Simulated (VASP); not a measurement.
# WC (P-6m2) in VASP: further runs, part 2 of 2

VASP 6.6.1. The steps go on from the part before.

## Step 3: Vibrations by perturbation theory, LDA

This run uses another cell than the first one, of 10.13 Å³/atom.

Contents of INCAR:

```
SYSTEM = WC
PREC     = Accurate       ! precision mode
ENCUT    = 520            ! plane-wave cutoff, eV
EDIFF    = 1E-8           ! SCF threshold, eV
ISMEAR   = -1             ! smearing method
SIGMA    = 0.08           ! smearing width, eV
LREAL    = .FALSE.        ! projectors in reciprocal space
LASPH    = .TRUE.         ! aspherical terms in the spheres
NELM     = 80             ! most SCF steps
ALGO     = Normal         ! electronic algorithm
ISIF     = 2              ! what is computed and relaxed
LWAVE    = .FALSE.        ! write WAVECAR
LCHARG   = .TRUE.         ! write CHGCAR
IBRION   = 8              ! ionic algorithm
NSW      = 1              ! ionic steps
```

Contents of KPOINTS:

```
regular mesh
0
G
  18 18 14
  0 0 0
```

Contents of POSCAR:

```
WC
1.0
    2.8838985581      0.0000000000      0.0000000000
   -1.4419492790      2.4975294132      0.0000000000
    0.0000000000      0.0000000000      2.8120797902
W C
1 1
Direct
    0.0000000000      0.0000000000      0.0000000000
    0.6666666667      0.3333333333      0.5000000000
```

Potentials or basis: VASP PAW LDA potentials, release 64 (W_sv, C).

On the command line:

```sh
$ cat potpaw_LDA.64/W_sv/POTCAR potpaw_LDA.64/C/POTCAR > POTCAR
$ mpirun -np 1 vasp_std > vasp.out
```

OUTCAR:

```text
SYSTEM = WC
   PREC = Accurate
   ENCUT = 520
   EDIFF = 1E-8
   ISMEAR = -1
   LREAL = .FALSE.
   LASPH = .TRUE.
   NELM = 80
   ISIF = 2
   IBRION = 8
   NSW = 1

 ion  position               nearest neighbor table
   1  0.000  0.000  0.000-   2 2.18   2 2.18   2 2.18   2 2.18   2 2.18   2 2.18
   2  0.667  0.333  0.500-   1 2.18   1 2.18   1 2.18   1 2.18   1 2.18   1 2.18

  LATTYP: Found a hexagonal cell.
 ALAT       =     2.8838985581
 C/A-ratio  =     0.9750966386

  Lattice vectors:

 A1 = (   2.8838985581,   0.0000000000,   0.0000000000)
 A2 = (  -1.4419492790,   2.4975294132,   0.0000000000)
 A3 = (   0.0000000000,   0.0000000000,   2.8120797902)

Analysis of symmetry for initial positions (statically):
=====================================================================
 Subroutine PRICEL returns:
 Original cell was already a primitive cell.

 Routine SETGRP: Setting up the symmetry group for a
 hexagonal supercell.

 Subroutine GETGRP returns: Found 12 space group operations
 (whereof 12 operations were pure point group operations)
 out of a pool of 24 trial point group operations.

The static configuration has the point symmetry D_3h.

Analysis of symmetry for dynamics (positions and initial velocities):
=====================================================================
 Subroutine PRICEL returns:
 Original cell was already a primitive cell.

 Routine SETGRP: Setting up the symmetry group for a
 hexagonal supercell.

 Subroutine GETGRP returns: Found 12 space group operations
 (whereof 12 operations were pure point group operations)
 out of a pool of 24 trial point group operations.

The dynamic configuration has the point symmetry D_3h.

 Subroutine INISYM returns: Found 12 space group operations
 (whereof 12 operations are pure point group operations),
 and found     1 'primitive' translations

----------------------------------------------------------------------------------------

                                     Primitive cell

  volume of cell :      20.2543

  direct lattice vectors                    reciprocal lattice vectors
     2.883898558  0.000000000  0.000000000     0.346752835  0.200197842  0.000000000
    -1.441949279  2.497529413  0.000000000     0.000000000  0.400395685  0.000000000
     0.000000000  0.000000000  2.812079790     0.000000000  0.000000000  0.355608686

  length of vectors
     2.883898558  2.883898558  2.812079790     0.400395685  0.400395685  0.355608686

  position of ions in fractional coordinates (direct lattice)
     0.000000000  0.000000000  0.000000000
     0.666666667  0.333333333  0.500000000

  ion indices of the primitive-cell ions
   primitive index   ion index
                 1           1
[... 139 lines left out ...]
      8       7.8950      2.00000
      9      11.4747      0.37201
     10      14.6390      0.00000
     11      14.6390      0.00000
     12      17.0834      0.00000
     13      17.0834      0.00000
[... 354 lines left out ...]
  band No.  band energies     occupation
      1     -62.0805      2.00000
      2     -27.1237      2.00000
      3     -26.5505      2.00000
      4     -26.2650      2.00000
      5       0.3618      2.00000
      6       4.4144      2.00000
      7       7.6408      2.00000
      8       7.7276      2.00000
      9      10.8464      1.99660
     10      13.1764      0.00000
     11      14.9905      0.00000
     12      16.2881      0.00000
     13      19.0127      0.00000

 [... further k-points ...]

------------------------ aborting loop because EDIFF is reached ----------------------------------------

  FORCE on cell =-STRESS in cart. coord.  units (eV):
  Direction    XX          YY          ZZ          XY          YZ          ZX
  --------------------------------------------------------------------------------------
  -------------------------------------------------------------------------------------
  Total        0.3233935      0.3233935      0.3885216      0.0000000     -0.0000000      0.0000000
  in kB       25.5813566     25.5813566     30.7331835      0.0000000     -0.0000000      0.0000000
  external PRESSURE =      27.2986323 kB  Pullay stress =       0.0000000 kB

 VOLUME and BASIS-vectors are now :
 -----------------------------------------------------------------------------
  energy-cutoff  :      520.00
  volume of cell :       20.25
      direct lattice vectors                 reciprocal lattice vectors
     2.883898558  0.000000000  0.000000000     0.346752835  0.200197842  0.000000000
    -1.441949279  2.497529413  0.000000000     0.000000000  0.400395685  0.000000000
     0.000000000  0.000000000  2.812079790     0.000000000  0.000000000  0.355608686

 POSITION                                       TOTAL-FORCE (eV/Angst)
 -----------------------------------------------------------------------------------
      0.00000      0.00000      0.00000         0.000000      0.000000      0.000000
      1.44195      0.83251      1.40604        -0.000000     -0.000000      0.000000
 -----------------------------------------------------------------------------------
    total drift:                                0.000000     -0.000000      0.000000

  FREE ENERGIE OF THE ION-ELECTRON SYSTEM (eV)
  ---------------------------------------------------
  free  energy   TOTEN  =       -24.7023033313 eV

  energy  without entropy=      -24.6961298923  energy(sigma->0) =      -24.69921661

[... ionic steps 2 to 3 ...]

--------------------------------------- Ionic step        4  -------------------------------------------

------------------------ aborting loop because EDIFF is reached ----------------------------------------
[... 11 lines left out ...]
[... ionic steps 8 to 8 ...]

--------------------------------------- Ionic step        9  -------------------------------------------

 Free energy of the ion-electron system (eV)
  ---------------------------------------------------
  ---------------------------------------------------
  free energy    TOTEN  =        -0.12154562 eV

  energy without entropy =       -0.12154562

------------------------ aborting loop because EDIFF is reached ----------------------------------------

 INTERNAL STRAIN TENSOR  FOR ION    2  DIRECTION 3   (eV/Angst):
 -----------------------------------------------------------------------------
     0.01367  0.00000 -0.00000
     0.00000  0.01367  0.00000
     0.00000 -0.00000 -0.01990

 INTERNAL STRAIN TENSOR FOR ION    2 for displacements in x,y,z  (eV/Angst):
          X           Y           Z          XY          YZ          ZX
  --------------------------------------------------------------------------------
  x    -0.00000     0.00000     0.00000    -6.02033     0.00000     0.00000
  y    -6.02033     6.02033    -0.00000     0.00000     0.00000     0.00000
  z     0.00000     0.00000     0.00000     0.00000     0.00000     0.00000

 SECOND DERIVATIVES (NOT SYMMETRIZED)
 ------------------------------------
               1X          1Y          1Z          2X          2Y          2Z
  1X   -16.656522   -0.000000    0.000000   16.656522    0.000000    0.000000
  1Y    -0.000000  -16.656522    0.000000    0.000000   16.656522    0.000000
  1Z     0.000000   -0.000000  -15.278146    0.000000    0.000000   15.278146
  2X    16.659083    0.000000    0.000000  -16.659083   -0.000000    0.000000
  2Y     0.000000   16.659083    0.000000   -0.000000  -16.659083    0.000000
  2Z    -0.000000    0.000000   15.269030    0.000000    0.000000  -15.269030

 Eigenvectors and eigenvalues of the dynamical matrix
 ----------------------------------------------------

   1 f  =   19.003203 THz   119.400645 2PiTHz  633.878618 cm-1    78.590897 meV
             X         Y         Z           dx          dy          dz
      0.000000  0.000000  0.000000     0.229650    0.092607   -0.000000
      1.441949  0.832510  1.406040    -0.898550   -0.362344    0.000000
[... 21 lines left out ...]
   6 f/i=    0.001303 THz     0.008187 2PiTHz    0.043463 cm-1     0.005389 meV
             X         Y         Z           dx          dy          dz
      0.000000  0.000000  0.000000    -0.000000   -0.000000   -0.968835
      1.441949  0.832510  1.406040    -0.000000   -0.000000   -0.247706

--------------------------------------------------------------------------------------------------------

 ELASTIC MODULI CONTR FROM IONIC RELAXATION (kBar)
 Direction    XX          YY          ZZ          XY          YZ          ZX
 --------------------------------------------------------------------------------
 XX        -141.4053    141.4053     -0.0000     -0.0000      0.0000      0.0000
 YY         141.4053   -141.4053      0.0000     -0.0000      0.0000     -0.0000
 ZZ          -0.0000      0.0000     -0.0000      0.0000      0.0000      0.0000
 XY          -0.0000     -0.0000      0.0000   -141.4053      0.0000      0.0000
 YZ           0.0000      0.0000      0.0000      0.0000      0.0000      0.0000
 ZX           0.0000     -0.0000      0.0000      0.0000      0.0000     -0.0000
 --------------------------------------------------------------------------------
```

It took 7.2 min on 1 thread of Intel Xeon 6975P-C (Granite Rapids), shared host; peak memory 0.8 GiB.

Results:

- Highest phonon frequency at Γ: 634 cm⁻¹

Phonon frequencies in cm⁻¹ (negative: imaginary):
```tsv
q point	frequencies
(0.000, 0.000, 0.000)	0 0 0 607 634 634
```

Caveat: the cell stands under pressure or tension, which shifts response properties; spin-orbit coupling is left out, which moves the levels of the heavy elements.

## Step 4: Vibrations by perturbation theory, LDA (10.28 Å³/atom)

This run uses another cell than the first one, of 10.28 Å³/atom.

Contents of INCAR:

```
SYSTEM = WC
ALGO = Normal
EDIFF = 1E-8
ENCUT = 520
IBRION = 8
ISIF = 2
ISMEAR = -1
LASPH = .TRUE.
LCHARG = .FALSE.
LREAL = .FALSE.
LWAVE = .FALSE.
NELM = 80
NSW = 1
PREC = Accurate
SIGMA = 0.08
```

Contents of KPOINTS:

```
k-points
0
G
  18 18 14
  0 0 0
```

Contents of POSCAR:

```
WC
1.0
    2.8982465483      0.0000000000      0.0000000000
   -1.4491232742      2.5099551372      0.0000000000
    0.0000000000      0.0000000000      2.8260704672
W C
1 1
Direct
    0.0000000000      0.0000000000      0.0000000000
    0.6666666667      0.3333333333      0.5000000000
```

Potentials or basis: VASP PAW LDA potentials, release 64 (W_sv, C).

On the command line:

```sh
$ cat potpaw_LDA.64/W_sv/POTCAR potpaw_LDA.64/C/POTCAR > POTCAR
$ mpirun -np 1 vasp_std > vasp.out
```

OUTCAR:

```text
SYSTEM = WC
   EDIFF = 1E-8
   ENCUT = 520
   IBRION = 8
   ISIF = 2
   ISMEAR = -1
   LASPH = .TRUE.
   LREAL = .FALSE.
   NELM = 80
   NSW = 1
   PREC = Accurate

 ion  position               nearest neighbor table
   1  0.000  0.000  0.000-   2 2.19   2 2.19   2 2.19   2 2.19   2 2.19   2 2.19
   2  0.667  0.333  0.500-   1 2.19   1 2.19   1 2.19   1 2.19   1 2.19   1 2.19

  LATTYP: Found a hexagonal cell.
 ALAT       =     2.8982465483
 C/A-ratio  =     0.9750966386

  Lattice vectors:

 A1 = (   2.8982465483,   0.0000000000,   0.0000000000)
 A2 = (  -1.4491232742,   2.5099551372,   0.0000000000)
 A3 = (   0.0000000000,   0.0000000000,   2.8260704672)

Analysis of symmetry for initial positions (statically):
=====================================================================
 Subroutine PRICEL returns:
 Original cell was already a primitive cell.

 Routine SETGRP: Setting up the symmetry group for a
 hexagonal supercell.

 Subroutine GETGRP returns: Found 12 space group operations
 (whereof 12 operations were pure point group operations)
 out of a pool of 24 trial point group operations.

The static configuration has the point symmetry D_3h.

Analysis of symmetry for dynamics (positions and initial velocities):
=====================================================================
 Subroutine PRICEL returns:
 Original cell was already a primitive cell.

 Routine SETGRP: Setting up the symmetry group for a
[... 571 lines left out ...]
      1.44912      0.83665      1.41304        -0.000000      0.000000      0.000000
 -----------------------------------------------------------------------------------
    total drift:                                0.000000     -0.000000      0.000000

  FREE ENERGIE OF THE ION-ELECTRON SYSTEM (eV)
  ---------------------------------------------------
  free  energy   TOTEN  =       -24.7016706009 eV

  energy  without entropy=      -24.6953891841  energy(sigma->0) =      -24.69852989

[... ionic steps 2 to 3 ...]

--------------------------------------- Ionic step        4  -------------------------------------------

------------------------ aborting loop because EDIFF is reached ----------------------------------------
[... 11 lines left out ...]
[... ionic steps 8 to 8 ...]

--------------------------------------- Ionic step        9  -------------------------------------------

 Free energy of the ion-electron system (eV)
  ---------------------------------------------------
  ---------------------------------------------------
  free energy    TOTEN  =        -0.12110178 eV

  energy without entropy =       -0.12110178

------------------------ aborting loop because EDIFF is reached ----------------------------------------

 INTERNAL STRAIN TENSOR  FOR ION    2  DIRECTION 3   (eV/Angst):
 -----------------------------------------------------------------------------
     0.01359 -0.00000 -0.00000
    -0.00000  0.01359  0.00000
     0.00000  0.00000 -0.02033

 INTERNAL STRAIN TENSOR FOR ION    2 for displacements in x,y,z  (eV/Angst):
          X           Y           Z          XY          YZ          ZX
  --------------------------------------------------------------------------------
  x     0.00000    -0.00000     0.00000    -5.38582     0.00000     0.00000
  y    -5.38582     5.38582     0.00000    -0.00000     0.00000     0.00000
  z     0.00000     0.00000     0.00000     0.00000    -0.00000     0.00000

 SECOND DERIVATIVES (NOT SYMMETRIZED)
 ------------------------------------
               1X          1Y          1Z          2X          2Y          2Z
  1X   -15.865469    0.000000    0.000000   15.865469   -0.000000    0.000000
  1Y     0.000000  -15.865469    0.000000   -0.000000   15.865469    0.000000
  1Z     0.000000    0.000000  -14.237272    0.000000    0.000000   14.237272
  2X    15.862801   -0.000000    0.000000  -15.862801    0.000000    0.000000
  2Y    -0.000000   15.862801    0.000000    0.000000  -15.862801    0.000000
  2Z     0.000000    0.000000   14.226983   -0.000000    0.000000  -14.226983

 Eigenvectors and eigenvalues of the dynamical matrix
 ----------------------------------------------------

   1 f  =   18.543662 THz   116.513262 2PiTHz  618.549969 cm-1    76.690387 meV
             X         Y         Z           dx          dy          dz
      0.000000  0.000000  0.000000    -0.232284    0.085894    0.000000
      1.449123  0.836652  1.413035     0.908710   -0.336024    0.000000
[... 21 lines left out ...]
   6 f/i=    0.001524 THz     0.009573 2PiTHz    0.050824 cm-1     0.006301 meV
             X         Y         Z           dx          dy          dz
      0.000000  0.000000  0.000000     0.000000    0.000000    0.968831
      1.449123  0.836652  1.413035     0.000000    0.000000    0.247721

--------------------------------------------------------------------------------------------------------

 ELASTIC MODULI CONTR FROM IONIC RELAXATION (kBar)
 Direction    XX          YY          ZZ          XY          YZ          ZX
 --------------------------------------------------------------------------------
 XX        -114.3125    114.3125     -0.0000      0.0000      0.0000      0.0000
 YY         114.3125   -114.3125      0.0000      0.0000     -0.0000     -0.0000
 ZZ          -0.0000      0.0000     -0.0000     -0.0000     -0.0000     -0.0000
 XY           0.0000      0.0000     -0.0000   -114.3125      0.0000      0.0000
 YZ           0.0000     -0.0000     -0.0000      0.0000     -0.0000     -0.0000
 ZX           0.0000     -0.0000     -0.0000      0.0000     -0.0000     -0.0000
 --------------------------------------------------------------------------------
```

stdout:

```text
POSCAR found type information on POSCAR W C
 POSCAR found :  2 types and       2 ions
 scaLAPACK will be used
 LDA part: xc-table for (Slater(with rela. corr.)+CA(PZ))
 , standard interpolation
 POSCAR, INCAR and KPOINTS ok, starting setup
 FFT: planning ... GRIDC
 FFT: planning ... GRID_SOFT
 FFT: planning ... GRID
 WAVECAR not read
 entering main loop
 Linear response reoptimize wavefunctions to high precision
 Linear response DOF=           4
 Linear response progress:
 first order change of Fermi-energy  -0.52687E-04
 force on displaced ion       1 direction 1 : -15.865   0.001   0.000
 Linear response progress:
 first order change of Fermi-energy  -0.76673E-03
 force on displaced ion       1 direction 3 :   0.000   0.000 -14.237
 Linear response progress:
 first order change of Fermi-energy   0.26206E-05
 force on displaced ion       2 direction 1 : -15.863   0.002   0.000
 Linear response progress:
 first order change of Fermi-energy   0.38721E-03
 force on displaced ion       2 direction 3 :   0.000  -0.000 -14.227
 Linear response finished
```

Wall time 7.7 min (1 thread of Intel Xeon 6975P-C (Granite Rapids), shared host); peak memory 0.8 GiB.

Results:

| Quantity | Value |
| --- | --- |
| Highest phonon frequency at Γ | 619 cm⁻¹ |

Phonon frequencies in cm⁻¹ (negative: imaginary):
```
              q point        frequencies
(0.000, 0.000, 0.000)  0 0 0 586 619 619
```

Caveat: the cell stands under pressure or tension, which shifts response properties; spin-orbit coupling is left out, which moves the levels of the heavy elements.
